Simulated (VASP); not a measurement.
Input of a VASP 6.6.1 run:

The input INCAR:

```
SYSTEM = MnO
PREC = Accurate
ENCUT = 520
EDIFF = 1E-8
ISMEAR = -1
SIGMA = 0.05
LREAL = .FALSE.
LASPH = .TRUE.
NELM = 150
ALGO = Normal
ISIF = 2
LWAVE = .FALSE.
LCHARG = .FALSE.
ISPIN = 2
MAGMOM = 4 0
LORBIT = 11
LMAXMIX = 4
GGA = PE
LEFG = .TRUE.
NBANDS = 20
```

KPOINTS

```
regular mesh
0
G
  16 16 16
  0 0 0
```

POSCAR

```
MnO
1.0
    0.0000000000      2.1766403336      2.1766403336
    2.1766403336      0.0000000000      2.1766403336
    2.1766403336      2.1766403336      0.0000000000
Mn O
1 1
Direct
    0.0000000000      0.0000000000      0.0000000000
    0.5000000000      0.5000000000      0.5000000000
```

Potentials or basis: VASP PAW PBE potentials, release 64 (Mn_pv, O).

Run with:

```console
$ cat potpaw_PBE.64/Mn_pv/POTCAR potpaw_PBE.64/O/POTCAR > POTCAR
$ mpirun -np 1 vasp_std > vasp.out
```

Problem. Estimate the net moment.

Solution. 4.59 μB per cell.

Problem. Predict the pressure.

Solution. 7.5 GPa.

Problem. What does it give for the site moments?

Solution. Mn +4.19; O +0.19 μB.

Caveat: without QUAD_EFG the Cq values of the log hold for a quadrupole moment of 1 mb, not for the nuclei; a cell with one magnetic atom can't hold antiferromagnetic order, which such compounds often take.
